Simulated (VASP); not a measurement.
# NbP (I4_1/amd) in VASP: a series of runs

NbP is run at these levels: PBE; tasks: single point, relaxation of cell and atoms.

Everything below comes from runs of VASP 6.6.1. Logs are shortened: lines on timing, memory, paths and dates and some standing lists are left out, and cuts for length are marked.

### Step 1. The cell of the first run

The structure is tetragonal, space group I4_1/amd (No. 141). The conventional cell has a = 3.508 Å, b = 3.508 Å, c = 10.450 Å, α = 90.00°, β = 90.00°, γ = 90.00°. Within 3.3 Å of Nb (site symmetry -4m2) lie 8 P at 2.48 to 3.15 Å and 4 Nb at 3.15 Å. P (site symmetry -4m2) has 8 Nb at 2.48 to 3.15 Å and 4 P at 3.15 Å within 3.3 Å.

### Step 2. Single point, PBE

Input file INCAR:

```
SYSTEM = NbP
PREC = Accurate
ENCUT = 520
EDIFF = 1E-6
ISMEAR = -1
SIGMA = 0.1
LREAL = .FALSE.
LASPH = .TRUE.
NELM = 100
ALGO = Normal
ISIF = 2
LWAVE = .FALSE.
LCHARG = .FALSE.
GGA = PE
NBANDS = 26
```

Input file KPOINTS:

```
regular mesh
0
G
  6 6 6
  0 0 0
```

Input file POSCAR:

```
NbP
1.0
    0.0000000000      3.5075239162      0.0000001540
    3.5075239162      0.0000000000      0.0000001540
    1.7537621875      1.7537621875     -5.2251038692
Nb P
2 2
Direct
    0.0000000000      0.0000000000      0.0000000000
    0.7500000000      0.2500000000      0.5000000000
    0.5000000000      0.5000000000      0.0000000000
    0.2500000000      0.7500000000      0.5000000000
```

Potentials or basis: VASP PAW PBE potentials, release 64 (Nb_sv, P).

Run with:

```console
$ cat potpaw_PBE.64/Nb_sv/POTCAR potpaw_PBE.64/P/POTCAR > POTCAR
$ mpirun -np 1 vasp_std > vasp.out
```

OUTCAR:

```text
SYSTEM = NbP
   PREC = Accurate
   ENCUT = 520
   EDIFF = 1E-6
   ISMEAR = -1
   LREAL = .FALSE.
   LASPH = .TRUE.
   NELM = 100
   ISIF = 2
   GGA = PE

 ion  position               nearest neighbor table
   1  0.000  0.000  0.000-   3 2.48   3 2.48   3 2.48   3 2.48
   2  0.750  0.250  0.500-   4 2.48   4 2.48   4 2.48   4 2.48
   3  0.500  0.500  0.000-   1 2.48   1 2.48   1 2.48   1 2.48
   4  0.250  0.750  0.500-   2 2.48   2 2.48   2 2.48   2 2.48

  LATTYP: Found a body centered tetragonal cell.
 ALAT       =     3.5075239162
 C/A-ratio  =     2.9793690068

  Lattice vectors:

 A1 = (  -1.7537621875,   1.7537617287,   5.2251040232)
 A2 = (   1.7537617287,  -1.7537621875,   5.2251040232)
 A3 = (   1.7537621875,   1.7537621875,  -5.2251038692)

Analysis of symmetry for initial positions (statically):
=====================================================================
 Subroutine PRICEL returns:
 Original cell was already a primitive cell.

 Routine SETGRP: Setting up the symmetry group for a
 body centered tetragonal supercell.

 Subroutine GETGRP returns: Found 16 space group operations
 (whereof  8 operations were pure point group operations)
 out of a pool of 16 trial point group operations.

The static configuration has the point symmetry D_2d.
 The point group associated with its full space group is D_4h.

Analysis of symmetry for dynamics (positions and initial velocities):
=====================================================================
 Subroutine PRICEL returns:
 Original cell was already a primitive cell.

 Routine SETGRP: Setting up the symmetry group for a
 body centered tetragonal supercell.

 Subroutine GETGRP returns: Found 16 space group operations
 (whereof  8 operations were pure point group operations)
 out of a pool of 16 trial point group operations.

The dynamic configuration has the point symmetry D_2d.
 The point group associated with its full space group is D_4h.

 Subroutine INISYM returns: Found 16 space group operations
 (whereof  8 operations are pure point group operations),
 and found     1 'primitive' translations

----------------------------------------------------------------------------------------

                                     Primitive cell

  volume of cell :      64.2830

  direct lattice vectors                    reciprocal lattice vectors
     0.000000000  3.507523916  0.000000154    -0.000000004  0.285101402  0.095691887
     3.507523916  0.000000000  0.000000154     0.285101402 -0.000000004  0.095691887
     1.753762188  1.753762188 -5.225103869     0.000000008  0.000000008 -0.191383750

  length of vectors
     3.507523916  3.507523916  5.783863247     0.300732018  0.300732018  0.191383750

  position of ions in fractional coordinates (direct lattice)
     0.000000000  0.000000000  0.000000000
     0.750000000  0.250000000  0.500000000
     0.500000000  0.500000000  0.000000000
     0.250000000  0.750000000  0.500000000

  ion indices of the primitive-cell ions
   primitive index   ion index
                 1           1
                 2           2
                 3           3
                 4           4

----------------------------------------------------------------------------------------

 KPOINTS: regular mesh

Automatic generation of k-mesh.
 Grid dimensions read from file:
 generate k-points for:    6    6    6

 Generating k-lattice:

  Cartesian coordinates                     Fractional coordinates (reciprocal lattice)
    -0.000000001  0.047516900  0.015948648     0.166666667  0.000000000 -0.000000000
     0.047516900 -0.000000001  0.015948648     0.000000000  0.166666667 -0.000000000
     0.000000001  0.000000001 -0.031897292     0.000000000  0.000000000  0.166666667

  Length of vectors
     0.050122003  0.050122003  0.031897292

  Shift w.r.t. Gamma in fractional coordinates (k-lattice)
     0.000000000  0.000000000  0.000000000

 Subroutine IBZKPT returns following result:
 ===========================================

 Found     30 irreducible k-points:

 Following reciprocal coordinates:
            Coordinates               Weight
  0.000000  0.000000  0.000000      1.000000
  0.166667  0.000000 -0.000000      8.000000
  0.333333  0.000000 -0.000000      8.000000
  0.500000  0.000000 -0.000000      4.000000
  0.166667  0.166667 -0.000000      8.000000
  0.333333  0.166667 -0.000000     16.000000
[... 16 lines left out ...]
 -0.333333 -0.333333  0.166667      4.000000
 -0.166667 -0.333333  0.166667     16.000000
 [... further k-points ...]
   k-points           NKPTS =     30   k-points in BZ     NKDIM =     30   number of bands    NBANDS=     26
   number of dos      NEDOS =    301   number of ions     NIONS =      4
   total plane-waves  NPLWV =  37632
   dimension x,y,z NGX =    28 NGY =   28 NGZ =   48
   dimension x,y,z NGXF=    56 NGYF=   56 NGZF=   96
   ions per type =               2   2
   NGX,Y,Z   is equivalent  to a cutoff of  13.27, 13.27, 13.80 a.u.
   NGXF,Y,Z  is equivalent  to a cutoff of  26.54, 26.54, 27.59 a.u.
 SYSTEM =  NbP
   PREC   = accura    normal or accurate (medium, high low for compatibility)
   ISTART =      0    job   : 0-new  1-cont  2-samecut
   ICHARG =      2    charge: 1-file 2-atom 10-const
   ISPIN  =      1    spin polarized calculation?
   LNONCOLLINEAR =      F non collinear calculations
   LSORBIT =      F    spin-orbit coupling
   LASPH  =      T    aspherical Exc in radial PAW
   ENCUT  =  520.0 eV  38.22 Ry    6.18 a.u.   6.52  6.52 10.75*2*pi/ulx,y,z
   NELM   =    100;   NELMIN=  2; NELMDL= -5     # of ELM steps
   EDIFF  = 0.1E-05   stopping-criterion for ELM
   LREAL  =      F    real-space projection
   EDIFFG = 0.1E-04   stopping-criterion for IOM
   NSW    =      0    number of steps for IOM
   IBRION =     -1    ionic relax: 0-MD 1-quasi-New 2-CG
   NFREE  =      0    steps in history (QN), initial steepest desc. (CG)
   ISIF   =      2    stress and relaxation
   ISYM   =      2    0-nonsym 1-usesym 2-fastsym
   POTIM  = 0.5000    time-step for ionic-motion
   TEBEG  =    0.0;   TEEND  =   0.0 temperature during run
   PSTRESS=    0.0 pullay stress
   NELECT =      36.0000    total number of electrons
   NUPDOWN=      -1.0000    fix difference up-down
   EMIN   =  10.00;   EMAX   =-10.00  energy-range for DOS
   EFERMI =   0.00;   METHOD = LEGACY
   ISMEAR =    -1;   SIGMA  =   0.10  broadening in eV -4-tet -1-fermi 0-gaus
   EFERMI_NEDOS =   21; number of points for ismear=-14 and -15
   IALGO  =     38    algorithm
   IMIX   =      4    mixing-type and parameters
     AMIX     =   0.40;   BMIX     =  1.00
     AMIX_MAG =   1.60;   BMIX_MAG =  1.00
  volume/ion in A,a.u.               =      16.07       108.45
  Fermi-wavevector in a.u.,A,eV,Ry     =   1.349409  2.550013 24.774910  1.820905
  Thomas-Fermi vector in A             =   2.476998
   LORBIT       =      0    0 simple, 1 ext, 2 COOP (PROOUT), +10 PAW based schemes
   GGA     = PE    functional components
   LHFCALC =     F    Hartree Fock is set to
   AEXX    =    0.0000 exact exchange contribution
   IVDW    =     0    specifies the selected vdW correction
   LEPSILON=     F    determine dielectric tensor
   LRPA    =     F    only Hartree local field effects (RPA)
 non-spin polarized calculation
  energy-cutoff  :      520.00
  volume of cell :       64.28
 maximum number of plane-waves:      1767
 NGX is ok and might be reduce to    28
   NGX = 13   NGY = 13   NGZ = 21

 number of electron      36.0000000 magnetization

 Free energy of the ion-electron system (eV)
  ---------------------------------------------------
  ext. energy  EPLUGINS =         0.00000000
  ---------------------------------------------------
  free energy    TOTEN  =       -32.99083980 eV

  energy without entropy =      -32.90846769  energy(sigma->0) =      -32.94965374

 E-fermi :  10.9915     XC(G=0): -12.0335

 val. band max:       10.9599982258   @ k =  -0.3333   0.1667   0.0000
 cond. band min:      11.0570773085   @ k =   0.1667   0.0000  -0.0000
 fundamental gap:      0.0970790828
 Fermi energy:        10.9914590463

 k-point     1 :       0.0000    0.0000    0.0000
  band No.  band energies     occupation
      1     -44.0398      2.00000
      2     -43.9714      2.00000
      3     -20.2027      2.00000
      4     -20.2027      2.00000
      5     -20.1610      2.00000
      6     -20.1533      2.00000
[... 18 lines left out ...]
     25      13.4317      0.00000
     26      13.7974      0.00000

 k-point     2 :       0.1667    0.0000   -0.0000
  band No.  band energies     occupation
      1     -44.0338      2.00000
      2     -43.9723      2.00000
      3     -20.2526      2.00000
      4     -20.2277      2.00000
      5     -20.2041      2.00000
      6     -20.1417      2.00000
[... 18 lines left out ...]
     25      14.0897      0.00000
     26      14.8931      0.00000

 k-point     3 :       0.3333    0.0000   -0.0000
  band No.  band energies     occupation
      1     -44.0203      2.00000
      2     -43.9754      2.00000
      3     -20.3577      2.00000
      4     -20.3217      2.00000
      5     -20.2036      2.00000
      6     -20.1216      2.00000
[... 18 lines left out ...]
     25      15.9663      0.00000
     26      16.7918      0.00000

 k-point     4 :       0.5000    0.0000   -0.0000
  band No.  band energies     occupation
      1     -44.0122      2.00000
      2     -43.9784      2.00000
      3     -20.4111      2.00000
      4     -20.3653      2.00000
      5     -20.2025      2.00000
      6     -20.1124      2.00000
[... 18 lines left out ...]
     25      16.4730      0.00000
     26      17.7563      0.00000
[... 496 lines left out ...]
      1     -44.0075      2.00000
      2     -43.9782      2.00000
      3     -20.4064      2.00000
      4     -20.3490      2.00000
      5     -20.2428      2.00000
      6     -20.1728      2.00000
[... 18 lines left out ...]
     25      15.8038      0.00000
     26      16.6314      0.00000

 k-point    23 :      -0.3333   -0.3333    0.1667
  band No.  band energies     occupation
      1     -43.9905      2.00000
      2     -43.9905      2.00000
      3     -20.3511      2.00000
      4     -20.3511      2.00000
      5     -20.2699      2.00000
      6     -20.2699      2.00000
[... 18 lines left out ...]
     25      14.9722      0.00000
     26      14.9722      0.00000

 k-point    24 :      -0.1667   -0.3333    0.1667
  band No.  band energies     occupation
      1     -44.0039      2.00000
      2     -43.9870      2.00000
      3     -20.3738      2.00000
      4     -20.2923      2.00000
      5     -20.2551      2.00000
      6     -20.1664      2.00000
[... 18 lines left out ...]
     25      14.9566      0.00000
     26      15.7551      0.00000

 [... further k-points ...]
[... 5 lines left out ...]
  --------------------------------------------------------------------------------------
  -------------------------------------------------------------------------------------
  Total       -0.1617109     -0.1617109     -0.0894195     -0.0000000     -0.0000000     -0.0000000
  in kB       -4.0304514     -4.0304514     -2.2286751     -0.0000000     -0.0000001     -0.0000001
  external PRESSURE =      -3.4298593 kB  Pullay stress =       0.0000000 kB

 VOLUME and BASIS-vectors are now :
 -----------------------------------------------------------------------------
  energy-cutoff  :      520.00
  volume of cell :       64.28
      direct lattice vectors                 reciprocal lattice vectors
     0.000000000  3.507523916  0.000000154    -0.000000004  0.285101402  0.095691887
     3.507523916  0.000000000  0.000000154     0.285101402 -0.000000004  0.095691887
     1.753762188  1.753762188 -5.225103869     0.000000008  0.000000008 -0.191383750

 POSITION                                       TOTAL-FORCE (eV/Angst)
 -----------------------------------------------------------------------------------
      0.00000      0.00000      0.00000         0.000000      0.000000     -0.000000
      1.75376      3.50752     -2.61255         0.000000      0.000000      0.000000
      1.75376      1.75376      0.00000         0.000000     -0.000000      0.000000
      3.50752      1.75376     -2.61255        -0.000000     -0.000000      0.000000
 -----------------------------------------------------------------------------------
    total drift:                               -0.000000      0.000000      0.000000

  FREE ENERGIE OF THE ION-ELECTRON SYSTEM (eV)
  ---------------------------------------------------
  free  energy   TOTEN  =       -32.9908397996 eV

  energy  without entropy=      -32.9084676858  energy(sigma->0) =      -32.94965374
```

Wall time 22 s (1 thread of Intel Xeon 6975P-C (Granite Rapids), shared host); peak memory 0.2 GiB.

Results:

```
Free energy            : -32.9908 eV
Pressure               : -0.3 GPa
Band gap on the k mesh : zero (band 18 reaches 11.18 eV, above the bottom of band 19 at 10.28 eV)
```

[end of part 1 of 2]
